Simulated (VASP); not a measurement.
## V: single point with PBE

Crystal: V.

```
V
1.0
     2.18155    1.25952    0.81627
    -2.18155    1.25952    0.81627
     0.00000   -2.51904    0.81627
V
1
Cartesian
  0.0000 0.0000 0.0000
```

```json
{
  "Program": "VASP 6.6.1",
  "Task": "single point",
  "Functional": "PBE",
  "Potentials or basis": "VASP PAW PBE potentials, release 64 (V_sv)",
  "Cutoff": "520 eV",
  "k mesh": "12 × 12 × 12",
  "Occupations": "gaussian, width 0.1 eV",
  "Spin": "no spin polarisation",
  "Dipole correction": "no",
  "Further INCAR settings": "ALGO = Fast; EDIFF = 1e-06; NBANDS = 12"
}
```

* Pressure: 0.6 GPa
* Band gap on the k mesh: zero (an odd number of electrons rules out a gap without spin polarisation)

Levels at points of the mesh, in eV from the Fermi level:
```
           k point  band 5  band 6  band 7  band 8  band 9  band 10
(0.00, 0.00, 0.00)   -6.59   -0.23    0.59    0.59    2.56     2.56
(0.50, 0.00, 0.00)   -3.16   -1.05    2.20    2.25    2.50     4.26
(0.50, 0.50, 0.00)   -3.21   -1.30    1.14    2.69    3.01     3.94
(0.50, 0.50, 0.50)   -3.01   -3.01    3.42    3.42    4.30    10.06
```

It took 17 s on 1 thread of AMD EPYC 9R45 96-Core Processor (Zen 5), on a shared host, peak memory 0.11 GiB.
